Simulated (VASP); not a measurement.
A run of VASP 6.6.1 is set up as follows.

Contents of INCAR:

```
SYSTEM = AlCo
PREC = Accurate
ENCUT = 520
EDIFF = 1E-6
ISMEAR = -1
SIGMA = 0.08
LREAL = .False.
LASPH = .True.
NELM = 80
ALGO = Normal
ISIF = 2
LWAVE = .False.
LCHARG = .False.
GGA = PE
NBANDS = 13
```

File KPOINTS:

```
Automatic mesh
0
Gamma
  15 15 15
  0 0 0
```

POSCAR

```
AlCo
1.0
    0.0000000000      2.2036077481      2.2036077481
    2.2036077481      0.0000000000      2.2036077481
    2.2036077481      2.2036077481      0.0000000000
Co Al
1 1
Direct
    0.0000000000      0.0000000000      0.0000000000
    0.5000000000      0.5000000000      0.5000000000
```

Potentials or basis: VASP PAW PBE potentials, release 64 (Co, Al).

Launch:

```bash
$ cat potpaw_PBE.64/Co/POTCAR potpaw_PBE.64/Al/POTCAR > POTCAR
$ mpirun -np 1 vasp_std > vasp.out
```

Q: What does it give for the pressure?

A: 50.4 GPa.

Q: Estimate the band gap on the k mesh.

A: Zero (band 6 reaches 11.80 eV, above the bottom of band 7 at 11.68 eV).

Spin polarisation is off, so any magnetic state and its effect on volume and gap are missing.
